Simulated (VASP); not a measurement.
# Fe3Rh (Fm-3m) in VASP: single point with LDA

Aim: the single point of Fe3Rh with LDA.

Program: VASP 6.6.1. These are calculated values, not measurements. Logs are shortened: lines on timing, memory, paths and dates and some standing lists are left out, and cuts for length are marked.

### Step 1. The cell of the first run

The structure is cubic, space group Fm-3m (No. 225). Conventional cell: a = 5.718 Å, b = 5.718 Å, c = 5.718 Å, α = 90.00°, β = 90.00°, γ = 90.00°. Within 3.3 Å of Fe (site symmetry -43m) lie 10 Fe at 2.48 to 2.86 Å and 4 Rh at 2.48 Å. Within 3.3 Å of Fe (site symmetry m-3m) lie 8 Fe at 2.48 Å and 6 Rh at 2.86 Å. Within 3.3 Å of Rh (site symmetry m-3m) lie 14 Fe at 2.48 to 2.86 Å.

### Step 2. Single point, LDA, collinear spin, ferromagnetic start

INCAR reads:

```
SYSTEM = Fe3Rh
PREC     = Accurate       ! precision mode
ENCUT    = 520            ! plane-wave cutoff, eV
EDIFF    = 1E-7           ! SCF threshold, eV
ISMEAR   = 0              ! smearing method
SIGMA    = 0.1            ! smearing width, eV
LREAL    = .False.        ! projectors in reciprocal space
LASPH    = .True.         ! aspherical terms in the spheres
NELM     = 150            ! most SCF steps
ALGO     = Normal         ! electronic algorithm
ISIF     = 2              ! what is computed and relaxed
LWAVE    = .False.        ! write WAVECAR
LCHARG   = .True.         ! write CHGCAR
ISPIN    = 2              ! spin polarisation
MAGMOM   = 3.2 3.2 2.89 1.03 ! initial moments
LORBIT   = 11             ! projections on sites
LMAXMIX  = 4              ! l up to which the mixer works
LELF     = .True.         ! ELF
LVHAR    = .True.       
NBANDS   = 32             ! bands
```

KPOINTS reads:

```
Automatic mesh
0
Gamma
  12 12 12
  0 0 0
```

POSCAR reads:

```
Fe3Rh
1.0
    0.0000000000      2.8590399356      2.8590399356
    2.8590399356      0.0000000000      2.8590399356
    2.8590399356      2.8590399356      0.0000000000
Fe Rh
3 1
Direct
    0.7500000000      0.7500000000      0.7500000000
    0.2500000000      0.2500000000      0.2500000000
    0.0000000000      0.0000000000      0.0000000000
    0.5000000000      0.5000000000      0.5000000000
```

Potentials or basis: VASP PAW LDA potentials, release 64 (Fe, Rh_pv).

Launch:

```bash
$ cat potpaw_LDA.64/Fe/POTCAR potpaw_LDA.64/Rh_pv/POTCAR > POTCAR
$ mpirun -np 1 vasp_std > vasp.out
```

OUTCAR:

```text
SYSTEM = Fe3Rh
   PREC = Accurate
   ENCUT = 520
   EDIFF = 1E-7
   ISMEAR = 0
   LREAL = .False.
   LASPH = .True.
   NELM = 150
   ISIF = 2
   ISPIN = 2
   LORBIT = 11

 ion  position               nearest neighbor table
   1  0.750  0.750  0.750-   4 2.48   4 2.48   4 2.48   3 2.48   4 2.48   3 2.48   3 2.48   3 2.48
                             2 2.86   2 2.86   2 2.86   2 2.86   2 2.86   2 2.86
   2  0.250  0.250  0.250-   3 2.48   3 2.48   3 2.48   3 2.48   4 2.48   4 2.48   4 2.48   4 2.48
                             1 2.86   1 2.86   1 2.86   1 2.86   1 2.86   1 2.86
   3  0.000  0.000  0.000-   1 2.48   1 2.48   1 2.48   1 2.48   2 2.48   2 2.48   2 2.48   2 2.48
                             4 2.86   4 2.86   4 2.86   4 2.86   4 2.86   4 2.86
   4  0.500  0.500  0.500-   2 2.48   2 2.48   2 2.48   1 2.48   2 2.48   1 2.48   1 2.48   1 2.48
                             3 2.86   3 2.86   3 2.86   3 2.86   3 2.86   3 2.86

  LATTYP: Found a face centered cubic cell.
 ALAT       =     5.7180798712

  Lattice vectors:

 A1 = (   0.0000000000,   2.8590399356,   2.8590399356)
 A2 = (   2.8590399356,   0.0000000000,   2.8590399356)
 A3 = (   2.8590399356,   2.8590399356,   0.0000000000)

Analysis of symmetry for initial positions (statically):
=====================================================================
 Subroutine PRICEL returns:
 Original cell was already a primitive cell.

 Routine SETGRP: Setting up the symmetry group for a
 face centered cubic supercell.

 Subroutine GETGRP returns: Found 48 space group operations
 (whereof 48 operations were pure point group operations)
 out of a pool of 48 trial point group operations.

The static configuration has the point symmetry O_h .

Analysis of symmetry for dynamics (positions and initial velocities):
=====================================================================
 Subroutine PRICEL returns:
 Original cell was already a primitive cell.

 Routine SETGRP: Setting up the symmetry group for a
 face centered cubic supercell.

 Subroutine GETGRP returns: Found 48 space group operations
 (whereof 48 operations were pure point group operations)
 out of a pool of 48 trial point group operations.

The dynamic configuration has the point symmetry O_h .

Analysis of structural, dynamic, and magnetic symmetry:
=====================================================================
 Subroutine PRICEL returns:
 Original cell was already a primitive cell.

 Routine SETGRP: Setting up the symmetry group for a
 face centered cubic supercell.

 Subroutine GETGRP returns: Found 48 space group operations
 (whereof 48 operations were pure point group operations)
 out of a pool of 48 trial point group operations.

The overall configuration has the point symmetry O_h .

 Subroutine INISYM returns: Found 48 space group operations
 (whereof 48 operations are pure point group operations),
 and found     1 'primitive' translations

----------------------------------------------------------------------------------------

                                     Primitive cell

  volume of cell :      46.7402

  direct lattice vectors                    reciprocal lattice vectors
     0.000000000  2.859039936  2.859039936    -0.174883881  0.174883881  0.174883881
     2.859039936  0.000000000  2.859039936     0.174883881 -0.174883881  0.174883881
     2.859039936  2.859039936  0.000000000     0.174883881  0.174883881 -0.174883881

  length of vectors
     4.043293052  4.043293052  4.043293052     0.302907767  0.302907767  0.302907767

  position of ions in fractional coordinates (direct lattice)
     0.750000000  0.750000000  0.750000000
     0.250000000  0.250000000  0.250000000
     0.000000000  0.000000000  0.000000000
     0.500000000  0.500000000  0.500000000

  ion indices of the primitive-cell ions
   primitive index   ion index
                 1           1
                 2           2
                 3           3
                 4           4

----------------------------------------------------------------------------------------

 KPOINTS: Automatic mesh

Automatic generation of k-mesh.
 Grid dimensions read from file:
 generate k-points for:   12   12   12

 Generating k-lattice:

  Cartesian coordinates                     Fractional coordinates (reciprocal lattice)
    -0.014573657  0.014573657  0.014573657     0.083333333  0.000000000  0.000000000
     0.014573657 -0.014573657  0.014573657     0.000000000  0.083333333  0.000000000
     0.014573657  0.014573657 -0.014573657     0.000000000  0.000000000  0.083333333

  Length of vectors
     0.025242314  0.025242314  0.025242314

  Shift w.r.t. Gamma in fractional coordinates (k-lattice)
     0.000000000  0.000000000  0.000000000

 Subroutine IBZKPT returns following result:
 ===========================================

 Found     72 irreducible k-points:

 Following reciprocal coordinates:
            Coordinates               Weight
  0.000000  0.000000  0.000000      1.000000
  0.083333  0.000000  0.000000      8.000000
  0.166667  0.000000  0.000000      8.000000
  0.250000  0.000000  0.000000      8.000000
  0.333333  0.000000  0.000000      8.000000
  0.416667  0.000000  0.000000      8.000000
[... 16 lines left out ...]
  0.500000  0.166667  0.000000     24.000000
 -0.416667  0.166667  0.000000     24.000000
 [... further k-points ...]
   k-points           NKPTS =     72   k-points in BZ     NKDIM =     72   number of bands    NBANDS=     32
   number of dos      NEDOS =    301   number of ions     NIONS =      4
   total plane-waves  NPLWV =  27000
   dimension x,y,z NGX =    30 NGY =   30 NGZ =   30
   dimension x,y,z NGXF=    60 NGYF=   60 NGZF=   60
   ions per type =               3   1
   NGX,Y,Z   is equivalent  to a cutoff of  12.33, 12.33, 12.33 a.u.
   NGXF,Y,Z  is equivalent  to a cutoff of  24.67, 24.67, 24.67 a.u.
 SYSTEM =  Fe3Rh
   PREC   = accura    normal or accurate (medium, high low for compatibility)
   ISTART =      0    job   : 0-new  1-cont  2-samecut
   ICHARG =      2    charge: 1-file 2-atom 10-const
   ISPIN  =      2    spin polarized calculation?
   LNONCOLLINEAR =      F non collinear calculations
   LSORBIT =      F    spin-orbit coupling
   LASPH  =      T    aspherical Exc in radial PAW
   ENCUT  =  520.0 eV  38.22 Ry    6.18 a.u.   7.52  7.52  7.52*2*pi/ulx,y,z
   NELM   =    150;   NELMIN=  2; NELMDL= -5     # of ELM steps
   EDIFF  = 0.1E-06   stopping-criterion for ELM
   LREAL  =      F    real-space projection
   EDIFFG = 0.1E-05   stopping-criterion for IOM
   NSW    =      0    number of steps for IOM
   IBRION =     -1    ionic relax: 0-MD 1-quasi-New 2-CG
   NFREE  =      0    steps in history (QN), initial steepest desc. (CG)
   ISIF   =      2    stress and relaxation
   ISYM   =      2    0-nonsym 1-usesym 2-fastsym
   POTIM  = 0.5000    time-step for ionic-motion
   TEBEG  =    0.0;   TEEND  =   0.0 temperature during run
   PSTRESS=    0.0 pullay stress
   NELECT =      39.0000    total number of electrons
   NUPDOWN=      -1.0000    fix difference up-down
   EMIN   =  10.00;   EMAX   =-10.00  energy-range for DOS
   EFERMI =   0.00;   METHOD = LEGACY
   ISMEAR =     0;   SIGMA  =   0.10  broadening in eV -4-tet -1-fermi 0-gaus
   EFERMI_NEDOS =   21; number of points for ismear=-14 and -15
   IALGO  =     38    algorithm
   IMIX   =      4    mixing-type and parameters
     AMIX     =   0.40;   BMIX     =  1.00
     AMIX_MAG =   1.60;   BMIX_MAG =  1.00
  volume/ion in A,a.u.               =      11.69        78.85
  Fermi-wavevector in a.u.,A,eV,Ry     =   1.541225  2.912494 32.318947  2.375376
  Thomas-Fermi vector in A             =   2.647201
   LORBIT       =     11    0 simple, 1 ext, 2 COOP (PROOUT), +10 PAW based schemes
   GGA     = CA    functional components
   LHFCALC =     F    Hartree Fock is set to
   AEXX    =    0.0000 exact exchange contribution
   IVDW    =     0    specifies the selected vdW correction
   LEPSILON=     F    determine dielectric tensor
   LRPA    =     F    only Hartree local field effects (RPA)
 spin polarized calculation
 Gauss-broadening in eV      SIGMA  =   0.10
  energy-cutoff  :      520.00
  volume of cell :       46.74
 maximum number of plane-waves:      1283
   NGX = 15   NGY = 15   NGZ = 15

 number of electron      39.0000000 magnetization      10.3200000

 number of electron      39.0000030 magnetization       8.4134166

 Free energy of the ion-electron system (eV)
  ---------------------------------------------------
  ext. energy  EPLUGINS =         0.00000000
  ---------------------------------------------------
  free energy    TOTEN  =       -35.95816406 eV

  energy without entropy =      -35.93698657  energy(sigma->0) =      -35.94757532

 E-fermi :   7.9757     XC(G=0): -13.8029

 val. band max:        7.9713103616   @ k =  -0.3333   0.4167   0.0833
 cond. band min:       7.9765591220   @ k =  -0.3333   0.1667   0.0000
 fundamental gap:      0.0052487604
 Fermi energy:         7.9756936101

 spin component 1

 k-point     1 :       0.0000    0.0000    0.0000
  band No.  band energies     occupation
      1     -38.8733      1.00000
      2     -38.8733      1.00000
      3     -38.8733      1.00000
      4      -0.8749      1.00000
      5       2.2401      1.00000
      6       2.2401      1.00000
[... 23 lines left out ...]
     30      17.5088      0.00000
     31      17.5088      0.00000

 k-point     2 :       0.0833    0.0000    0.0000
  band No.  band energies     occupation
      1     -38.8736      1.00000
      2     -38.8733      1.00000
      3     -38.8733      1.00000
      4      -0.7633      1.00000
      5       2.2919      1.00000
      6       2.2919      1.00000
[... 740 lines left out ...]
 k-point    24 :      -0.4167    0.1667    0.0000
  band No.  band energies     occupation
      1     -38.8775      1.00000
      2     -38.8744      1.00000
      3     -38.8735      1.00000
      4       2.0338      1.00000
      5       2.5085      1.00000
      6       3.0021      1.00000
[... 23 lines left out ...]
     30      18.4860      0.00000
     31      20.3721      0.00000

 [... further k-points ...]

 spin component 2

 k-point     1 :       0.0000    0.0000    0.0000
  band No.  band energies     occupation
      1     -38.2326      1.00000
      2     -38.2326      1.00000
      3     -38.2326      1.00000
      4      -0.4621      1.00000
      5       3.4326      1.00000
      6       3.4326      1.00000
[... 23 lines left out ...]
     30      18.3349      0.00000
     31      18.3349      0.00000

 k-point     2 :       0.0833    0.0000    0.0000
  band No.  band energies     occupation
      1     -38.2330      1.00000
      2     -38.2326      1.00000
      3     -38.2326      1.00000
      4      -0.3498      1.00000
      5       3.4792      1.00000
      6       3.4792      1.00000
[... 740 lines left out ...]
 k-point    24 :      -0.4167    0.1667    0.0000
  band No.  band energies     occupation
      1     -38.2370      1.00000
      2     -38.2338      1.00000
      3     -38.2328      1.00000
      4       2.5919      1.00000
      5       3.1371      1.00000
      6       3.8891      1.00000
[... 23 lines left out ...]
     30      19.3437      0.00000
     31      21.1181      0.00000

 [... further k-points ...]

 [bands above 31 left out]

------------------------ aborting loop because EDIFF is reached ----------------------------------------

  FORCE on cell =-STRESS in cart. coord.  units (eV):
  Direction    XX          YY          ZZ          XY          YZ          ZX
  --------------------------------------------------------------------------------------
  -------------------------------------------------------------------------------------
  Total       -0.2487164     -0.2487164     -0.2487164      0.0000000      0.0000000     -0.0000000
  in kB       -8.5255872     -8.5255872     -8.5255872      0.0000000      0.0000000     -0.0000000
  external PRESSURE =      -8.5255872 kB  Pullay stress =       0.0000000 kB

 VOLUME and BASIS-vectors are now :
 -----------------------------------------------------------------------------
  energy-cutoff  :      520.00
  volume of cell :       46.74
      direct lattice vectors                 reciprocal lattice vectors
     0.000000000  2.859039936  2.859039936    -0.174883881  0.174883881  0.174883881
     2.859039936  0.000000000  2.859039936     0.174883881 -0.174883881  0.174883881
     2.859039936  2.859039936  0.000000000     0.174883881  0.174883881 -0.174883881

 POSITION                                       TOTAL-FORCE (eV/Angst)
 -----------------------------------------------------------------------------------
      4.28856      4.28856      4.28856        -0.000000     -0.000000      0.000000
      1.42952      1.42952      1.42952        -0.000000      0.000000     -0.000000
      0.00000      0.00000      0.00000         0.000000     -0.000000      0.000000
      2.85904      2.85904      2.85904         0.000000     -0.000000      0.000000
 -----------------------------------------------------------------------------------
    total drift:                                0.000000     -0.000000      0.000000

  FREE ENERGIE OF THE ION-ELECTRON SYSTEM (eV)
  ---------------------------------------------------
  free  energy   TOTEN  =       -35.9581640648 eV

  energy  without entropy=      -35.9369865725  energy(sigma->0) =      -35.94757532

 total charge

# of ion       s       p       d       tot
------------------------------------------
    1        0.501   0.556   6.236   7.293
    2        0.501   0.556   6.236   7.293
    3        0.466   0.517   6.299   7.282
    4        0.460   6.359   7.147  13.966
--------------------------------------------------
tot          1.929   7.987  25.918  35.835

 magnetization (x)

# of ion       s       p       d       tot
------------------------------------------
    1        0.004  -0.016   2.582   2.571
    2        0.004  -0.016   2.582   2.571
    3       -0.002  -0.014   2.352   2.336
    4       -0.022  -0.029   0.870   0.819
--------------------------------------------------
tot         -0.015  -0.074   8.387   8.297
```

It took 5.6 min on 1 thread of Intel Xeon Platinum 8488C (Sapphire Rapids), shared host; peak memory 0.27 GiB.

What came out:

```
Free energy                                           : -35.9582 eV
Pressure                                              : -0.9 GPa
Net moment                                            : 8.41 μB per cell
Site moments                                          : Fe +2.57, +2.34 (each value once); Rh +0.82 μB
Valence electrons inside the program's atomic spheres : Fe 7.29, 7.28 (each value once); Rh 13.97
```

Levels at points of the mesh, in eV from the Fermi level:
Spin up:
| k point | band 20 | band 21 | band 22 | band 23 | band 24 | band 25 | band 26 | band 27 | band 28 | band 29 |
| --- | --- | --- | --- | --- | --- | --- | --- | --- | --- | --- |
| (0.00, 0.00, 0.00) | -0.59 | -0.59 | -0.01 | -0.01 | -0.01 | 8.02 | 8.02 | 8.02 | 9.28 | 9.53 |
| (0.50, 0.00, 0.00) | -0.86 | -0.86 | -0.70 | -0.70 | -0.25 | 0.08 | 7.07 | 7.07 | 7.72 | 7.72 |
| (0.50, 0.50, 0.00) | -1.16 | -0.69 | -0.23 | 0.29 | 0.29 | 0.32 | 0.32 | 0.72 | 7.55 | 8.11 |
Spin down:
| k point | band 12 | band 13 | band 14 | band 15 | band 16 | band 17 | band 18 | band 19 |
| --- | --- | --- | --- | --- | --- | --- | --- | --- |
| (0.00, 0.00, 0.00) | -1.93 | -0.87 | -0.87 | -0.87 | 0.69 | 0.69 | 1.38 | 1.38 |
| (0.50, 0.00, 0.00) | -2.03 | -1.66 | -1.51 | -1.51 | 0.68 | 0.68 | 1.05 | 1.05 |
| (0.50, 0.50, 0.00) | -0.74 | -0.74 | -0.35 | -0.35 | 0.15 | 0.53 | 0.70 | 0.71 |
